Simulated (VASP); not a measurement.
# Zn8HS8 (a cell with a defect) in VASP: a series of runs, part 2 of 2

VASP 6.6.1.

**3. Single point, PBE (with an interstitial atom, then relaxed in part)**

File INCAR:

```
SYSTEM = Zn8HS8
PREC = Accurate
ENCUT = 520
EDIFF = 1E-6
ISMEAR = 0
SIGMA = 0.02
LREAL = Auto
LASPH = .True.
NELM = 80
ALGO = Normal
ISIF = 2
LWAVE = .False.
LCHARG = .False.
GGA = PE
NBANDS = 86
NELECT = 144.0
```

File KPOINTS:

```
Automatic mesh
0
Gamma
  2 2 2
  0 0 0
```

File POSCAR:

```
Zn8HS8
1.0
    5.4423087469      0.0000000000      5.4423087469
    0.0000000000     -5.4423087469      5.4423087469
    5.4423087469     -5.4423087469      0.0000000000
Zn S H
8 8 1
Direct
    0.5108184569      1.0115995080     -0.0050085001
    0.4932077185      0.5171988697      0.0012338182
    0.0165907661      0.9938627643      0.0011657020
    0.0165774884      0.5172045096      0.0011463499
    0.5050815605      1.0056699190      0.4985347518
    0.5050512273      0.5196364768      0.4985105333
    0.0189432738      1.0056925744      0.4984976163
    0.0456298535      0.5460210438      0.3909491732
    0.3869370454      0.8876249391      0.3667359581
    0.3896941660      0.3821089971      0.3749819009
    0.8815139976      0.8901757159      0.3750072554
    0.8814646540      0.3821287002      0.3748994386
    0.3860037146      0.8866138048      0.8707069525
    0.3859999363      0.3856011045      0.8706397710
    0.8849134351      0.8866260213      0.8706817676
    0.8663812997      0.3671690736      0.9281416417
   -0.0620124216      0.4387667097      0.7132110173
```

Potentials or basis: VASP PAW PBE potentials, release 64 (Zn, S, H).

Run with:

```console
cat potpaw_PBE.64/Zn/POTCAR potpaw_PBE.64/S/POTCAR potpaw_PBE.64/H/POTCAR > POTCAR
mpirun -np 1 vasp_std > vasp.out
```

OUTCAR:

```text
SYSTEM = Zn8HS8
   PREC = Accurate
   ENCUT = 520
   EDIFF = 1E-6
   ISMEAR = 0
   LREAL = Auto
   LASPH = .True.
   NELM = 80
   ISIF = 2
   GGA = PE
   NELECT = 144.0

 ion  position               nearest neighbor table
   1  0.511  0.012  0.995-   9 2.34  14 2.35  13 2.35  15 2.35
   2  0.493  0.517  0.001-  14 2.32  13 2.32  10 2.35  16 2.37
   3  0.017  0.994  0.001-  15 2.32  13 2.32  11 2.35  16 2.37
   4  0.017  0.517  0.001-  14 2.32  15 2.32  12 2.35  16 2.37
   5  0.505  0.006  0.499-   9 2.31  13 2.34  11 2.37  10 2.37
   6  0.505  0.520  0.499-   9 2.31  14 2.34  10 2.37  12 2.37
   7  0.019  0.006  0.498-   9 2.31  15 2.34  11 2.37  12 2.37
   8  0.046  0.546  0.391-  10 2.26  12 2.26  11 2.26
   9  0.387  0.888  0.367-   6 2.31   5 2.31   7 2.31   1 2.34
  10  0.390  0.382  0.375-   8 2.26   2 2.35   6 2.37   5 2.37
  11  0.882  0.890  0.375-   8 2.26   3 2.35   5 2.37   7 2.37
  12  0.881  0.382  0.375-   8 2.26   4 2.35   6 2.37   7 2.37
  13  0.386  0.887  0.871-   3 2.32   2 2.32   5 2.34   1 2.35
  14  0.386  0.386  0.871-   2 2.32   4 2.32   6 2.34   1 2.35
  15  0.885  0.887  0.871-   3 2.32   4 2.32   7 2.34   1 2.35
  16  0.866  0.367  0.928-  17 1.35   2 2.37   4 2.37   3 2.37
  17  0.938  0.439  0.713-  16 1.35

  LATTYP: Found a face centered cubic cell.
 ALAT       =    10.8846174938

  Lattice vectors:

 A1 = (   5.4423087469,   0.0000000000,   5.4423087469)
 A2 = (   0.0000000000,  -5.4423087469,   5.4423087469)
 A3 = (   5.4423087469,  -5.4423087469,   0.0000000000)

Analysis of symmetry for initial positions (statically):
=====================================================================
 Subroutine PRICEL returns:
 Original cell was already a primitive cell.

 Routine SETGRP: Setting up the symmetry group for a
 face centered cubic supercell.

 Subroutine GETGRP returns: Found  1 space group operations
[... 152 lines left out ...]
  Fermi-wavevector in a.u.,A,eV,Ry     =   1.251418  2.364838 21.307372  1.566048
  Thomas-Fermi vector in A             =   2.385367
   LORBIT       =      0    0 simple, 1 ext, 2 COOP (PROOUT), +10 PAW based schemes
   GGA     = PE    functional components
   LHFCALC =     F    Hartree Fock is set to
   AEXX    =    0.0000 exact exchange contribution
   IVDW    =     0    specifies the selected vdW correction
   LEPSILON=     F    determine dielectric tensor
   LRPA    =     F    only Hartree local field effects (RPA)
 non-spin polarized calculation
 Gauss-broadening in eV      SIGMA  =   0.02
  energy-cutoff  :      520.00
  volume of cell :      322.39
 maximum number of plane-waves:      8694
 NGX is ok and might be reduce to    60
   NGX = 29   NGY = 29   NGZ = 29

 number of electron     144.0000012 magnetization

 Free energy of the ion-electron system (eV)
  ---------------------------------------------------
  ext. energy  EPLUGINS =         0.00000000
  ---------------------------------------------------
  free energy    TOTEN  =       -59.84464804 eV

  energy without entropy =      -59.84464804  energy(sigma->0) =      -59.84464804

 E-fermi :   2.0747     XC(G=0):  -9.4860

 val. band max:        1.9443551669   @ k =   0.0000   0.0000   0.0000
 cond. band min:       3.8584924591   @ k =   0.0000   0.0000   0.0000
 fundamental gap:      1.9141372922
 Fermi energy:         2.0746926726

 k-point     1 :       0.0000    0.0000    0.0000
  band No.  band energies     occupation
      1     -11.6442      2.00000
      2     -10.8037      2.00000
      3     -10.1815      2.00000
      4     -10.1780      2.00000
      5     -10.1772      2.00000
      6      -9.9272      2.00000
[... 685 lines left out ...]
     83       7.7977      0.00000
     84       8.0586      0.00000
 [bands above 84 left out]

------------------------ aborting loop because EDIFF is reached ----------------------------------------

  FORCE on cell =-STRESS in cart. coord.  units (eV):
  Direction    XX          YY          ZZ          XY          YZ          ZX
  --------------------------------------------------------------------------------------
  -------------------------------------------------------------------------------------
  Total       -2.4184144     -2.4235127     -2.4210831     -0.6813322      0.6819753     -0.6731847
  in kB      -12.0188187    -12.0441557    -12.0320813     -3.3860237      3.3892197     -3.3455331
  external PRESSURE =     -12.0316852 kB  Pullay stress =       0.0000000 kB

 VOLUME and BASIS-vectors are now :
 -----------------------------------------------------------------------------
  energy-cutoff  :      520.00
  volume of cell :      322.39
      direct lattice vectors                 reciprocal lattice vectors
     5.442308747  0.000000000  5.442308747     0.091872774  0.091872774  0.091872774
     0.000000000 -5.442308747  5.442308747    -0.091872774 -0.091872774  0.091872774
     5.442308747 -5.442308747  0.000000000     0.091872774 -0.091872774 -0.091872774

 POSITION                                       TOTAL-FORCE (eV/Angst)
 -----------------------------------------------------------------------------------
      8.19508     -5.47818      2.84316        -0.000029      0.003579     -0.000147
      2.69090     -2.82147      5.49894        -0.008410     -0.004791     -0.004278
      0.09664     -5.41525      5.49920         0.004379      0.004934     -0.005527
      0.09646     -2.82103      2.90501         0.003278     -0.004979      0.006556
      5.46199     -2.74404      2.77967         0.000320      0.000187     -0.001470
      5.46169     -5.54107      5.57667        -0.000015     -0.001457      0.001771
[... 9 lines left out ...]
      9.76635     -7.04948      6.71336        -0.039166      0.047588      0.043723
      8.98633     -6.26942      7.49272         0.039325     -0.040390     -0.039796
 -----------------------------------------------------------------------------------
    total drift:                                0.005662     -0.003109     -0.001549

  FREE ENERGIE OF THE ION-ELECTRON SYSTEM (eV)
  ---------------------------------------------------
  free  energy   TOTEN  =       -59.8446480413 eV

  energy  without entropy=      -59.8446480413  energy(sigma->0) =      -59.84464804
```

OSZICAR:

```text
N       E                     dE             d eps       ncg     rms          rms(c)
DAV:   1     0.132485588308E+04    0.13249E+04   -0.64050E+04  1376   0.200E+03
DAV:   2     0.168295110103E+03   -0.11566E+04   -0.11106E+04  1376   0.494E+02
DAV:   3    -0.477088054587E+02   -0.21600E+03   -0.20767E+03  1522   0.183E+02
DAV:   4    -0.628494838857E+02   -0.15141E+02   -0.15030E+02  1586   0.487E+01
DAV:   5    -0.631973669347E+02   -0.34788E+00   -0.34703E+00  1552   0.752E+00    0.207E+01
DAV:   6    -0.597693764803E+02    0.34280E+01   -0.72630E+00  1960   0.471E+01    0.154E+01
DAV:   7    -0.599903201806E+02   -0.22094E+00   -0.11240E+01  1600   0.111E+01    0.670E+00
DAV:   8    -0.598406489261E+02    0.14967E+00   -0.10657E+00  1728   0.128E+01    0.298E+00
DAV:   9    -0.598429787420E+02   -0.23298E-02   -0.23119E-01  1768   0.544E+00    0.775E-01
DAV:  10    -0.598432377555E+02   -0.25901E-03   -0.24163E-02  1640   0.247E+00    0.437E-01
DAV:  11    -0.598441818655E+02   -0.94411E-03   -0.60289E-03  1624   0.561E-01    0.222E-01
DAV:  12    -0.598447207613E+02   -0.53890E-03   -0.28207E-03  1760   0.530E-01    0.716E-02
DAV:  13    -0.598446254137E+02    0.95348E-04   -0.60374E-04  1672   0.305E-01    0.435E-02
DAV:  14    -0.598446402174E+02   -0.14804E-04   -0.18326E-04  1832   0.672E-02    0.271E-02
DAV:  15    -0.598446474507E+02   -0.72334E-05   -0.41706E-05  1552   0.443E-02    0.106E-02
DAV:  16    -0.598446480413E+02   -0.59060E-06   -0.31684E-06  1184   0.336E-02
   1 F= -.59844648E+02 E0= -.59844648E+02  d E =-.986013E-21
```

stdout:

```text
POSCAR found type information on POSCAR ZnS H
 POSCAR found :  3 types and      17 ions
 scaLAPACK will be used
 LDA part: xc-table for (Slater+PW92), standard interpolation
 POSCAR, INCAR and KPOINTS ok, starting setup
 FFT: planning ... GRIDC
 FFT: planning ... GRID_SOFT
 FFT: planning ... GRID
 WAVECAR not read
 entering main loop
 the old and the new charge density differ
 old charge density:   145.00000 new  144.00000
    0.207E+01
```

Wall time 6 min (1 thread of Intel Xeon 6975P-C (Granite Rapids), shared host); peak memory 0.53 GiB.

What came out:

| Quantity | Value |
| --- | --- |
| Free energy | -59.8446 eV |
| Largest force | 0.076 eV/Å |

Forces on the atoms (eV/Å):
```
Zn   0.000  0.004  0.000
Zn  -0.008 -0.005 -0.004
Zn   0.004  0.005 -0.006
Zn   0.003 -0.005  0.007
Zn   0.000  0.000 -0.001
Zn   0.000 -0.001  0.002
Zn   0.001 -0.001 -0.001
Zn  -0.002 -0.004  0.001
S    0.001 -0.002  0.000
S    0.004  0.002 -0.001
S   -0.002 -0.002  0.002
S    0.003  0.001 -0.006
S   -0.002  0.000  0.003
S    0.000  0.001 -0.001
S   -0.003  0.000  0.002
S   -0.039  0.048  0.044
H    0.039 -0.040 -0.040
```

Levels at points of the mesh, in eV from the Fermi level:
| k point | band 69 | band 70 | band 71 | band 72 | band 73 | band 74 | band 75 | band 76 |
| --- | --- | --- | --- | --- | --- | --- | --- | --- |
| (0.00, 0.00, 0.00) | -0.82 | -0.20 | -0.13 | -0.13 | 1.78 | 2.30 | 2.59 | 3.24 |
| (0.50, 0.00, 0.00) | -0.84 | -0.79 | -0.49 | -0.48 | 2.92 | 3.13 | 3.43 | 3.82 |
| (0.00, 0.50, 0.00) | -0.84 | -0.79 | -0.49 | -0.47 | 2.92 | 3.13 | 3.43 | 3.82 |
| (0.00, 0.00, 0.50) | -0.61 | -0.61 | -0.52 | -0.52 | 2.88 | 3.08 | 3.57 | 4.04 |
| (0.50, 0.50, 0.50) | -0.84 | -0.79 | -0.49 | -0.47 | 2.92 | 3.13 | 3.43 | 3.82 |
| (0.50, 0.50, 0.00) | -1.06 | -1.01 | -1.01 | -0.83 | 3.38 | 3.82 | 4.31 | 4.50 |
| (0.00, 0.50, 0.50) | -1.06 | -1.01 | -1.01 | -0.83 | 3.39 | 3.82 | 4.31 | 4.50 |
| (0.50, 0.00, 0.50) | -1.06 | -1.01 | -1.01 | -0.83 | 3.38 | 3.82 | 4.31 | 4.50 |

Caveat: the k points lie up to 0.50 Å⁻¹ apart; the cell carries a net charge on a neutralising background, which shifts energy and pressure; the cell differs from its parent crystal (with an interstitial atom, then relaxed in part); the cell is charged against a uniform background, so pressure and absolute levels hang on convention.

**4. Single point, PBE**

File INCAR:

```
  PREC = Accurate
  ENCUT = 520
  EDIFF = 1E-7
  ISMEAR = 0
  SIGMA = 0.02
  LREAL = Auto
  LASPH = True
  NELM = 80
  ALGO = Normal
  ISIF = 2
  LWAVE = False
  LCHARG = False
  GGA = PE
  NELECT = 144.0
  NBANDS = 86
```

File KPOINTS:

```
Automatic mesh
0
Gamma
  2 2 2
```

File POSCAR:

```
Zn8HS8
1.0
    5.4423087469      0.0000000000      5.4423087469
    0.0000000000     -5.4423087469      5.4423087469
    5.4423087469     -5.4423087469      0.0000000000
Zn S H
8 8 1
Direct
    0.4999092530      0.9999927886     -0.0035311301
    0.4822985284      0.5055921352      0.0027112574
    0.0056815961      0.9822561065      0.0026429960
    0.0056682745      0.5055978314      0.0026237945
    0.4941724413      0.9940632279      0.5000120586
    0.4941420315      0.5080298874      0.4999878960
    0.0080339984      0.9940859204      0.4999750339
    0.0347207424      0.5344143699      0.3924264681
    0.3760278211      0.8760183815      0.3682133067
    0.3787849231      0.3705024088      0.3764592557
    0.8706047783      0.8785690453      0.3764847044
    0.8705554426      0.3705220695      0.3763767539
    0.3750944856      0.8750071379      0.8721842550
    0.3750907188      0.3739944929      0.8721170960
    0.8740041628      0.8750193569      0.8721591738
    0.8554721381      0.3555624258      0.9296189789
   -0.0729216254      0.4271600727      0.7146884127
```

Run with:

```console
cat potpaw_PBE.64/Zn/POTCAR potpaw_PBE.64/S/POTCAR potpaw_PBE.64/H/POTCAR > POTCAR
mpirun -np 1 vasp_std > vasp.out
```

It took 5.2 min on 1 thread of Intel Xeon 6975P-C (Granite Rapids), shared host; peak memory 0.54 GiB.

The run converged. Its results:

```
Free energy   : -59.8446 eV
Largest force : 0.076 eV/Å
```

Forces on the atoms (eV/Å):
```
Zn   0.001  0.003  0.000
Zn  -0.008 -0.007 -0.003
Zn   0.006  0.004 -0.004
Zn   0.004 -0.005  0.007
Zn   0.001  0.000 -0.002
Zn  -0.001 -0.003  0.001
Zn   0.003  0.000 -0.001
Zn  -0.003 -0.003  0.001
S    0.002 -0.002 -0.001
S    0.005  0.001 -0.001
S   -0.001 -0.002  0.001
S    0.000  0.003 -0.004
S   -0.002  0.000  0.003
S   -0.002  0.003 -0.001
S   -0.005  0.002  0.001
S   -0.040  0.047  0.045
H    0.040 -0.041 -0.040
```

Levels at points of the mesh, in eV from the Fermi level:
```csv
k point,band 69,band 70,band 71,band 72,band 73,band 74,band 75,band 76
"(0.00, 0.00, 0.00)",-0.82,-0.20,-0.13,-0.13,1.78,2.30,2.59,3.24
"(0.50, 0.00, 0.00)",-0.84,-0.79,-0.49,-0.48,2.92,3.13,3.43,3.82
"(0.00, 0.50, 0.00)",-0.84,-0.79,-0.49,-0.47,2.92,3.13,3.43,3.82
"(0.00, 0.00, 0.50)",-0.61,-0.61,-0.52,-0.52,2.88,3.08,3.57,4.04
"(0.50, 0.50, 0.50)",-0.84,-0.79,-0.49,-0.47,2.92,3.13,3.43,3.82
"(0.50, 0.50, 0.00)",-1.06,-1.01,-1.01,-0.83,3.38,3.82,4.31,4.50
"(0.00, 0.50, 0.50)",-1.06,-1.01,-1.01,-0.83,3.39,3.82,4.31,4.50
"(0.50, 0.00, 0.50)",-1.06,-1.01,-1.01,-0.83,3.38,3.82,4.31,4.50
```

Caveat: the k points lie up to 0.50 Å⁻¹ apart; the cell carries a net charge on a neutralising background, which shifts energy and pressure; the cell is charged against a uniform background, so pressure and absolute levels hang on convention.
